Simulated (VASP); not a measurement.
# InSb (F-43m) in VASP: notebook, part 2 of 2

VASP 6.6.1. Earlier steps stand in the parts before.

## Step 5: Electric field gradients, LDA (volume scaled by 1.01)

INCAR

```
SYSTEM = InSb
  PREC = Accurate
  ENCUT = 520
  EDIFF = 1E-8
  ISMEAR = -1
  SIGMA = 0.03
  LREAL = .FALSE.
  LASPH = .TRUE.
  NELM = 100
  ALGO = Normal
  ISIF = 2
  LWAVE = .FALSE.
  LCHARG = .FALSE.
  LEFG = .TRUE.
  NBANDS = 16
```

KPOINTS

```
regular mesh
0
G
  10 10 10
  0 0 0
```

POSCAR

```
InSb
1.0
    0.0000000000      3.2498612086      3.2498612086
    3.2498612086      0.0000000000      3.2498612086
    3.2498612086      3.2498612086      0.0000000000
In Sb
1 1
Direct
    0.0000000000      0.0000000000      0.0000000000
    0.7500000000      0.7500000000      0.7500000000
```

Potentials or basis: VASP PAW LDA potentials, release 64 (In_d, Sb).

The run is started by

```bash
$ cat potpaw_LDA.64/In_d/POTCAR potpaw_LDA.64/Sb/POTCAR > POTCAR
$ mpirun -np 1 vasp_std > vasp.out
```

OUTCAR:

```text
SYSTEM = InSb
   PREC = Accurate
   ENCUT = 520
   EDIFF = 1E-8
   ISMEAR = -1
   LREAL = .FALSE.
   LASPH = .TRUE.
   NELM = 100
   ISIF = 2

 ion  position               nearest neighbor table
   1  0.000  0.000  0.000-   2 2.81   2 2.81   2 2.81   2 2.81
   2  0.750  0.750  0.750-   1 2.81   1 2.81   1 2.81   1 2.81

  LATTYP: Found a face centered cubic cell.
 ALAT       =     6.4997224172

  Lattice vectors:

 A1 = (   0.0000000000,   3.2498612086,   3.2498612086)
 A2 = (   3.2498612086,   0.0000000000,   3.2498612086)
 A3 = (   3.2498612086,   3.2498612086,   0.0000000000)

Analysis of symmetry for initial positions (statically):
=====================================================================
 Subroutine PRICEL returns:
 Original cell was already a primitive cell.

 Routine SETGRP: Setting up the symmetry group for a
 face centered cubic supercell.

 Subroutine GETGRP returns: Found 24 space group operations
 (whereof 24 operations were pure point group operations)
 out of a pool of 48 trial point group operations.

The static configuration has the point symmetry T_d .

Analysis of symmetry for dynamics (positions and initial velocities):
=====================================================================
 Subroutine PRICEL returns:
 Original cell was already a primitive cell.

 Routine SETGRP: Setting up the symmetry group for a
 face centered cubic supercell.

 Subroutine GETGRP returns: Found 24 space group operations
 (whereof 24 operations were pure point group operations)
 out of a pool of 48 trial point group operations.

The dynamic configuration has the point symmetry T_d .

 Subroutine INISYM returns: Found 24 space group operations
 (whereof 24 operations are pure point group operations),
 and found     1 'primitive' translations

----------------------------------------------------------------------------------------

                                     Primitive cell

  volume of cell :      68.6475

  direct lattice vectors                    reciprocal lattice vectors
     0.000000000  3.249861209  3.249861209    -0.153852724  0.153852724  0.153852724
     3.249861209  0.000000000  3.249861209     0.153852724 -0.153852724  0.153852724
     3.249861209  3.249861209  0.000000000     0.153852724  0.153852724 -0.153852724

  length of vectors
     4.595997797  4.595997797  4.595997797     0.266480735  0.266480735  0.266480735

  position of ions in fractional coordinates (direct lattice)
     0.000000000  0.000000000  0.000000000
     0.750000000  0.750000000  0.750000000

  ion indices of the primitive-cell ions
   primitive index   ion index
                 1           1
                 2           2

----------------------------------------------------------------------------------------

 KPOINTS: regular mesh

Automatic generation of k-mesh.
 Grid dimensions read from file:
 generate k-points for:   10   10   10

[... 70 lines left out ...]
   ISYM   =      2    0-nonsym 1-usesym 2-fastsym
   POTIM  = 0.5000    time-step for ionic-motion
   TEBEG  =    0.0;   TEEND  =   0.0 temperature during run
   PSTRESS=    0.0 pullay stress
   NELECT =      18.0000    total number of electrons
   NUPDOWN=      -1.0000    fix difference up-down
   EMIN   =  10.00;   EMAX   =-10.00  energy-range for DOS
   EFERMI =   0.00;   METHOD = LEGACY
   ISMEAR =    -1;   SIGMA  =   0.03  broadening in eV -4-tet -1-fermi 0-gaus
   EFERMI_NEDOS =   21; number of points for ismear=-14 and -15
   IALGO  =     38    algorithm
   IMIX   =      4    mixing-type and parameters
     AMIX     =   0.40;   BMIX     =  1.00
     AMIX_MAG =   1.60;   BMIX_MAG =  1.00
  volume/ion in A,a.u.               =      34.32       231.63
  Fermi-wavevector in a.u.,A,eV,Ry     =   1.047830  1.980112 14.938487  1.097948
  Thomas-Fermi vector in A             =   2.182727
   LORBIT       =      0    0 simple, 1 ext, 2 COOP (PROOUT), +10 PAW based schemes
   GGA     = CA    functional components
   LHFCALC =     F    Hartree Fock is set to
   AEXX    =    0.0000 exact exchange contribution
   IVDW    =     0    specifies the selected vdW correction
   LEPSILON=     F    determine dielectric tensor
   LRPA    =     F    only Hartree local field effects (RPA)
 non-spin polarized calculation
  energy-cutoff  :      520.00
  volume of cell :       68.65
 maximum number of plane-waves:      1868
 NGX is ok and might be reduce to    36
   NGX = 17   NGY = 17   NGZ = 17

 number of electron      17.9999993 magnetization

 Free energy of the ion-electron system (eV)
  ---------------------------------------------------
  ext. energy  EPLUGINS =         0.00000000
  ---------------------------------------------------
  free energy    TOTEN  =        -8.21163328 eV

  energy without entropy =       -8.21148621  energy(sigma->0) =       -8.21155974

 E-fermi :   4.8124     XC(G=0):  -8.9528

 val. band max:        4.7873744453   @ k =   0.0000   0.0000   0.0000
 cond. band min:       5.1914456984   @ k =   0.5000   0.0000   0.0000
 fundamental gap:      0.4040712531
 Fermi energy:         4.8123952664

 k-point     1 :       0.0000    0.0000    0.0000
  band No.  band energies     occupation
      1      -9.7492      2.00000
      2      -9.7492      2.00000
      3      -9.7492      2.00000
      4      -9.6646      2.00000
      5      -9.6646      2.00000
      6      -5.9247      2.00000
[... 433 lines left out ...]
      3      -9.7158      2.00000
      4      -9.6781      2.00000
      5      -9.6582      2.00000
      6      -4.5774      2.00000
[... 8 lines left out ...]
     15      14.3110      0.00000
     16      14.6745      0.00000

 [... further k-points ...]

------------------------ aborting loop because EDIFF is reached ----------------------------------------

  FORCE on cell =-STRESS in cart. coord.  units (eV):
  Direction    XX          YY          ZZ          XY          YZ          ZX
  --------------------------------------------------------------------------------------
  -------------------------------------------------------------------------------------
  Total       -0.4020524     -0.4020524     -0.4020524     -0.0000000      0.0000000      0.0000000
  in kB       -9.3835849     -9.3835849     -9.3835849     -0.0000000      0.0000000      0.0000000
  external PRESSURE =      -9.3835849 kB  Pullay stress =       0.0000000 kB

 VOLUME and BASIS-vectors are now :
 -----------------------------------------------------------------------------
  energy-cutoff  :      520.00
  volume of cell :       68.65
      direct lattice vectors                 reciprocal lattice vectors
     0.000000000  3.249861209  3.249861209    -0.153852724  0.153852724  0.153852724
     3.249861209  0.000000000  3.249861209     0.153852724 -0.153852724  0.153852724
     3.249861209  3.249861209  0.000000000     0.153852724  0.153852724 -0.153852724

 POSITION                                       TOTAL-FORCE (eV/Angst)
 -----------------------------------------------------------------------------------
      0.00000      0.00000      0.00000         0.000000      0.000000      0.000000
      4.87479      4.87479      4.87479        -0.000000     -0.000000     -0.000000
 -----------------------------------------------------------------------------------
    total drift:                               -0.000000     -0.000000     -0.000000

  FREE ENERGIE OF THE ION-ELECTRON SYSTEM (eV)
  ---------------------------------------------------
  free  energy   TOTEN  =        -8.2116332781 eV

  energy  without entropy=       -8.2114862067  energy(sigma->0) =       -8.21155974

 Electric field gradients (V/A^2)
---------------------------------------------------------------------
 ion       V_xx      V_yy      V_zz      V_xy      V_xz      V_yz
---------------------------------------------------------------------
   1       0.000    -0.000     0.000     0.002     0.002     0.002
   2       0.000    -0.000    -0.000    -0.000    -0.000    -0.000
---------------------------------------------------------------------

 Electric field gradients after diagonalization (V/A^2)
 (convention: |V_zz| > |V_xx| > |V_yy|)
----------------------------------------------------------------------
 ion       V_xx      V_yy      V_zz     asymmetry (V_yy - V_xx)/ V_zz
----------------------------------------------------------------------
   1      -0.002    -0.002     0.003       0.000
   2       0.000     0.000    -0.000       0.000
----------------------------------------------------------------------

           NMR quadrupolar parameters

 Cq : quadrupolar parameter    Cq=e*Q*V_zz/h
 eta: asymmetry parameters     (V_yy - V_xx)/ V_zz
 Q  : nuclear electric quadrupole moment in mb (millibarn)
----------------------------------------------------------------------
 ion       Cq(MHz)       eta       Q (mb)
----------------------------------------------------------------------
   1       0.000       0.000       1.000
   2      -0.000       0.000       1.000
----------------------------------------------------------------------
```

OSZICAR:

```text
N       E                     dE             d eps       ncg     rms          rms(c)
DAV:   1     0.115451276480E+03    0.11545E+03   -0.78456E+03  1504   0.111E+03
DAV:   2    -0.793087294218E+00   -0.11624E+03   -0.11249E+03  1744   0.288E+02
DAV:   3    -0.814644518011E+01   -0.73534E+01   -0.73305E+01  1872   0.739E+01
DAV:   4    -0.835413841042E+01   -0.20769E+00   -0.20765E+00  1920   0.144E+01
DAV:   5    -0.836642292294E+01   -0.12285E-01   -0.12284E-01  2248   0.297E+00    0.425E+00
DAV:   6    -0.824282222297E+01    0.12360E+00   -0.15091E-01  2176   0.599E+00    0.240E+00
DAV:   7    -0.821326717432E+01    0.29555E-01   -0.64824E-02  2080   0.233E+00    0.530E-01
DAV:   8    -0.821155475961E+01    0.17124E-02   -0.67943E-03  2048   0.955E-01    0.298E-01
DAV:   9    -0.821164821708E+01   -0.93457E-04   -0.64640E-04  1928   0.229E-01    0.853E-02
DAV:  10    -0.821162979731E+01    0.18420E-04   -0.40417E-05  1696   0.481E-02    0.314E-02
DAV:  11    -0.821163342210E+01   -0.36248E-05   -0.97173E-06  1896   0.401E-02    0.219E-02
DAV:  12    -0.821163327191E+01    0.15019E-06   -0.72625E-07  2016   0.891E-03    0.561E-03
DAV:  13    -0.821163328446E+01   -0.12552E-07   -0.13923E-07  1944   0.340E-03    0.280E-03
DAV:  14    -0.821163327809E+01    0.63710E-08   -0.14587E-08  1496   0.139E-03
   1 F= -.82116333E+01 E0= -.82115597E+01  d E =-.147071E-03
```

stdout:

```text
POSCAR found type information on POSCAR InSb
 POSCAR found :  2 types and       2 ions
 scaLAPACK will be used
 LDA part: xc-table for (Slater(with rela. corr.)+CA(PZ))
 , standard interpolation
 POSCAR, INCAR and KPOINTS ok, starting setup
 FFT: planning ... GRIDC
 FFT: planning ... GRID_SOFT
 FFT: planning ... GRID
 WAVECAR not read
 entering main loop
ion   1

ion   2
```

It took 67 s on 1 thread of Intel Xeon 8259CL, shared host; peak memory 0.2 GiB.

What came out:

* Free energy: -8.2116 eV
* Pressure: -0.9 GPa
* Band gap on the k mesh: zero (filled and empty bands touch)

Caveat: without QUAD_EFG the Cq values of the log hold for a quadrupole moment of 1 mb, not for the nuclei; spin-orbit coupling is left out, which moves the levels of the heavy elements.

## Step 6: Electric field gradients, LDA (volume scaled by 1.02)

INCAR

```
  PREC = Accurate
  ENCUT = 520
  EDIFF = 1E-8
  ISMEAR = -1
  SIGMA = 0.03
  LREAL = F
  LASPH = T
  NELM = 80
  ALGO = Normal
  ISIF = 2
  LWAVE = F
  LCHARG = F
  GGA = CA
  LEFG = T
  NBANDS = 16
```

KPOINTS

```
regular mesh
0
Gamma
  10 10 10
```

POSCAR

```
InSb
1.0
    0.0000000000      3.2605516185      3.2605516185
    3.2605516185      0.0000000000      3.2605516185
    3.2605516185      3.2605516185      0.0000000000
In Sb
1 1
Direct
    0.0000000000      0.0000000000      0.0000000000
    0.7500000000      0.7500000000      0.7500000000
```

Potentials or basis: VASP PAW LDA potentials, release 64 (In_d, Sb).

The run is started by

```bash
$ cat potpaw_LDA.64/In_d/POTCAR potpaw_LDA.64/Sb/POTCAR > POTCAR
$ mpirun -np 1 vasp_std > vasp.out
```

OUTCAR:

```text
PREC = Accurate
   ENCUT = 520
   EDIFF = 1E-8
   ISMEAR = -1
   LREAL = F
   LASPH = T
   NELM = 80
   ISIF = 2
   GGA = CA

 ion  position               nearest neighbor table
   1  0.000  0.000  0.000-   2 2.82   2 2.82   2 2.82   2 2.82
   2  0.750  0.750  0.750-   1 2.82   1 2.82   1 2.82   1 2.82

  LATTYP: Found a face centered cubic cell.
 ALAT       =     6.5211032370

  Lattice vectors:

 A1 = (   0.0000000000,   3.2605516185,   3.2605516185)
 A2 = (   3.2605516185,   0.0000000000,   3.2605516185)
 A3 = (   3.2605516185,   3.2605516185,   0.0000000000)

Analysis of symmetry for initial positions (statically):
=====================================================================
 Subroutine PRICEL returns:
 Original cell was already a primitive cell.

 Routine SETGRP: Setting up the symmetry group for a
 face centered cubic supercell.

[... 643 lines left out ...]
  energy-cutoff  :      520.00
  volume of cell :       69.33
      direct lattice vectors                 reciprocal lattice vectors
     0.000000000  3.260551619  3.260551619    -0.153348285  0.153348285  0.153348285
     3.260551619  0.000000000  3.260551619     0.153348285 -0.153348285  0.153348285
     3.260551619  3.260551619  0.000000000     0.153348285  0.153348285 -0.153348285

 POSITION                                       TOTAL-FORCE (eV/Angst)
 -----------------------------------------------------------------------------------
      0.00000      0.00000      0.00000         0.000000      0.000000      0.000000
      4.89083      4.89083      4.89083        -0.000000     -0.000000     -0.000000
 -----------------------------------------------------------------------------------
    total drift:                               -0.000000     -0.000000     -0.000000

  FREE ENERGIE OF THE ION-ELECTRON SYSTEM (eV)
  ---------------------------------------------------
  free  energy   TOTEN  =        -8.2069126675 eV

  energy  without entropy=       -8.2067636082  energy(sigma->0) =       -8.20683814

 Electric field gradients (V/A^2)
---------------------------------------------------------------------
 ion       V_xx      V_yy      V_zz      V_xy      V_xz      V_yz
---------------------------------------------------------------------
   1      -0.000     0.000     0.000     0.002     0.002     0.002
   2       0.000     0.000     0.000    -0.000    -0.000    -0.000
---------------------------------------------------------------------

 Electric field gradients after diagonalization (V/A^2)
 (convention: |V_zz| > |V_xx| > |V_yy|)
----------------------------------------------------------------------
 ion       V_xx      V_yy      V_zz     asymmetry (V_yy - V_xx)/ V_zz
----------------------------------------------------------------------
   1      -0.002    -0.002     0.004       0.000
   2       0.000     0.000    -0.000       0.000
----------------------------------------------------------------------

           NMR quadrupolar parameters

 Cq : quadrupolar parameter    Cq=e*Q*V_zz/h
 eta: asymmetry parameters     (V_yy - V_xx)/ V_zz
 Q  : nuclear electric quadrupole moment in mb (millibarn)
----------------------------------------------------------------------
 ion       Cq(MHz)       eta       Q (mb)
----------------------------------------------------------------------
   1       0.000       0.000       1.000
   2      -0.000       0.000       1.000
----------------------------------------------------------------------
```

It took 69 s on 1 thread of Intel Xeon 8259CL, shared host; peak memory 0.2 GiB.

Results:

- Free energy: -8.2069 eV
- Pressure: -1.3 GPa
- Band gap on the k mesh: zero (filled and empty bands touch)

Levels at points of the mesh, in eV from the Fermi level:
```csv
k point,band 7,band 8,band 9,band 10,band 11,band 12
"(0.00, 0.00, 0.00)",-0.50,-0.03,-0.03,-0.03,2.89,2.89
"(0.50, 0.00, 0.00)",-5.61,-1.01,-1.01,0.36,3.74,3.74
"(0.50, 0.50, 0.00)",-5.92,-2.24,-2.24,1.24,1.26,7.90
```

Caveat: without QUAD_EFG the Cq values of the log hold for a quadrupole moment of 1 mb, not for the nuclei; spin-orbit coupling is left out, which moves the levels of the heavy elements.

## Step 7: The runs side by side

| cell | gap on the mesh (eV) | pressure (GPa) |
| --- | --- | --- |
| a = 4.581 Å, angles 60.0°, 2 atoms | none | -0.5 |
| a = 4.596 Å, angles 60.0°, 2 atoms | none | -0.9 |
| a = 4.611 Å, angles 60.0°, 2 atoms | none | -1.3 |

Alike in all rows: task electric field gradients; level LDA; potentials or basis VASP PAW LDA potentials, release 64 (In_d, Sb); no spin polarisation; k mesh 10 × 10 × 10; cutoff (eV) 520; smearing fermi-dirac 0.03 eV.

Caveats: spin-orbit coupling is left out, which moves the levels of the heavy elements.

Total energies depend on the potentials used, so only differences within one code and one set of settings carry meaning.

## Step 8: Comparison with measurements

Step 2. Measured gap of InSb: 0.24 eV (quoted in “Electronic Structure and Epitaxy of CdTe Shells on InSb Nanowires”, 2021, arxiv:2111.05126). This calculation gives 0.00 eV (-0.24 eV). Spin-orbit coupling on In, Sb is left out. The value is that of LDA on a finite k mesh, which can miss the band edges, without temperature or zero-point motion. Semilocal functionals fall short of measured gaps as a rule.

Step 3. Measured gap of InSb: 0.24 eV (quoted in “Electronic Structure and Epitaxy of CdTe Shells on InSb Nanowires”, 2021, arxiv:2111.05126). This calculation gives 0.00 eV (-0.24 eV). Spin-orbit coupling on In, Sb is left out. The value is that of LDA on a finite k mesh, which can miss the band edges, without temperature or zero-point motion. Semilocal functionals fall short of measured gaps as a rule.
